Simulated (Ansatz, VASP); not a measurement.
**Two plane-wave programs on Os**

```xyz
2
Lattice="2.7461 0.0000 0.0000 -1.3731 2.3782 0.0000 0.0000 0.0000 4.3263" Properties=species:S:1:pos:R:3 pbc="T T T"
Os    0.0000    1.5855    1.0816
Os    1.3731    0.7927    3.2447
```

Alike in both runs: task relaxation of cell and atoms; functional PBE; k mesh 9 × 9 × 4; occupations gaussian, width 0.1 eV; no spin polarisation.

|  | VASP | Ansatz |
| --- | --- | --- |
| version | VASP 6.6.1 | Ansatz 0.2.0 |
| potentials or method | VASP PAW PBE potentials, release 64 (Os), cutoff 600 eV | scalar-relativistic, plane waves, PAW |
| valence electrons in the cell | 16 | 32 |

```csv
,VASP,Ansatz,Ansatz less VASP
"gap on the k mesh at the Fermi level, each at its own relaxed structure (eV)",none,none,-
relaxed volume (Å³/atom),14.28,14.28,+0.006
relaxed length of the cell vector where the two differ most in proportion (Å),4.344,4.348,+0.0031
```

A gap of «none» marks a metal or a gap that the smearing closes. VASP's potentials hold 16 valence electrons a cell and Ansatz's 32, so a difference there can come from the potentials and not from the codes.

The k mesh is coarse, so the values compare programs but aren't converged. Neither program's run includes spin-orbit coupling.
